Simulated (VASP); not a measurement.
Wanted: the native input for a VASP 6.6.1 run.

```yaml
Task: G0W0 quasiparticle levels
Functional: PBE
Potentials_or_basis: VASP PAW PBE potentials, release 64 (Li_GW, F_GW)
Cutoff: 500 eV
k_mesh: 6 × 6 × 6
Occupations: gaussian, width 0.01 eV
Spin: no spin polarisation
Dipole_correction: no
GW_scheme: G0W0
GW_iterations: 1
Cutoff_of_the_response_function: 150
Frequency_points: 96
Empty_bands: 66
Further_INCAR_settings: ALGO = EVGW0; EDIFF = 1e-08; NBANDS = 70
```

LiF:

```
Li F
1.0
     0.00000    1.99487    1.99487
     1.99487    0.00000    1.99487
     1.99487    1.99487    0.00000
Li F
1 1
Cartesian
  0.0000 0.0000 0.0000
  1.9949 1.9949 1.9949
```

These files were run (other wordings do the same):

POSCAR

```
LiF
1.0
    0.0000000000      1.9948717375      1.9948717375
    1.9948717375      0.0000000000      1.9948717375
    1.9948717375      1.9948717375      0.0000000000
Li F
1 1
Direct
    0.0000000000      0.0000000000      0.0000000000
    0.5000000000      0.5000000000      0.5000000000
```

INCAR.step1

```
SYSTEM = LiF
PREC = Accurate ; ENCUT = 500
EDIFF = 1E-8 ; ISMEAR = 0
SIGMA = 0.01 ; LREAL = .False.
LASPH = .True. ; NELM = 80
ALGO = Normal ; LWAVE = .True.
LCHARG = .False. ; GGA = PE
```

INCAR.step2

```
SYSTEM = LiF
PREC = Accurate ; ENCUT = 500
EDIFF = 1E-8 ; ISMEAR = 0
SIGMA = 0.01 ; LREAL = .False.
LASPH = .True. ; NELM = 1
ALGO = Exact ; LWAVE = .True.
LCHARG = .False. ; GGA = PE
NBANDS = 70 ; LOPTICS = .True.
ISTART = 1
```

INCAR.step3

```
SYSTEM = LiF
PREC = Accurate ; ENCUT = 500
EDIFF = 1E-8 ; ISMEAR = 0
SIGMA = 0.01 ; LREAL = .False.
LASPH = .True. ; ALGO = EVGW0
LWAVE = .False. ; LCHARG = .False.
GGA = PE ; NELMGW = 1
NBANDS = 70 ; ENCUTGW = 150.0
NOMEGA = 96 ; PRECFOCK = Fast
ISTART = 1 ; NBANDSGW = 12
OMEGAMAX = 20
```

KPOINTS

```
regular mesh
0
Gamma
  6 6 6
  0 0 0
```

Potentials or basis: VASP PAW PBE potentials, release 64 (Li_GW, F_GW).

Run with:

```sh
$ cat potpaw_PBE.64/Li_GW/POTCAR potpaw_PBE.64/F_GW/POTCAR > POTCAR
$ cp INCAR.step1 INCAR
$ mpirun -np 1 vasp_std > vasp.out
$ cp INCAR.step2 INCAR
$ mpirun -np 1 vasp_std > vasp.out
$ cp INCAR.step3 INCAR
$ mpirun -np 1 vasp_std > vasp.out
```

It gave:

| Quantity | Value |
| --- | --- |
| Quasiparticle gap | 13.64 eV |
| Least direct quasiparticle gap | 13.64 eV |
| Band gap of the starting levels on the mesh | 9.31 eV |
| Least direct gap of the starting levels on the mesh | 9.31 eV |

Caveat: the k points lie up to 0.45 Å⁻¹ apart; bands, screening cutoff and mesh are small and nothing is extrapolated, so the quasiparticle values aren't converged.

Wall time 110 s on 1 thread of Intel(R) Xeon(R) Platinum 8375C CPU @ 2.90GHz (Ice Lake), with other jobs on the host, peak memory 0.29 GiB.
